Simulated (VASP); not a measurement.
Write the native input for VASP 6.6.1 that does the following.

| Quantity | Value |
| --- | --- |
| Task | single point |
| Functional | PBE |
| Potentials or basis | VASP PAW PBE potentials, release 64 (Mo_sv) |
| Cutoff | 520 eV |
| k mesh | 18 × 18 × 18 |
| Occupations | gaussian, width 0.1 eV |
| Spin | no spin polarisation |
| Dipole correction | no |
| Further INCAR settings | ALGO = Normal; EDIFF = 1e-07; NBANDS = 13 |

The structure of Mo lies in POSCAR:

```
Mo
1.0
   -1.5802206811      1.5802206811      1.5802206811
    1.5802206811     -1.5802206811      1.5802206811
    1.5802206811      1.5802206811     -1.5802206811
Mo
1
Direct
    0.0000000000      0.0000000000      0.0000000000
```

One way to write it, as run:

INCAR

```
SYSTEM = Mo
ALGO     = Normal         ! electronic algorithm
EDIFF    = 1E-7           ! SCF threshold, eV
ENCUT    = 520            ! plane-wave cutoff, eV
GGA      = PE             ! functional
ISIF     = 2              ! what is computed and relaxed
ISMEAR   = 0              ! smearing method
LASPH    = .True.         ! aspherical terms in the spheres
LCHARG   = .False.        ! write CHGCAR
LREAL    = .False.        ! projectors in reciprocal space
LWAVE    = .False.        ! write WAVECAR
NBANDS   = 13             ! bands
NELM     = 80             ! most SCF steps
PREC     = Accurate       ! precision mode
SIGMA    = 0.1            ! smearing width, eV
```

KPOINTS

```
k-points
0
Gamma
  18 18 18
  0 0 0
```

Potentials or basis: VASP PAW PBE potentials, release 64 (Mo_sv).

Run with:

```bash
$ cat potpaw_PBE.64/Mo_sv/POTCAR > POTCAR
$ mpirun -np 1 vasp_std > vasp.out
```

Results of the run:

| Property | Result |
| --- | --- |
| Pressure | 0.5 GPa |
| Band gap on the k mesh | zero (band 7 reaches 16.36 eV, above the bottom of band 8 at 11.09 eV) |

It took 12 s on 1 thread of Intel(R) Xeon(R) 6975P-C (Granite Rapids), on a shared host, peak memory 0.15 GiB.
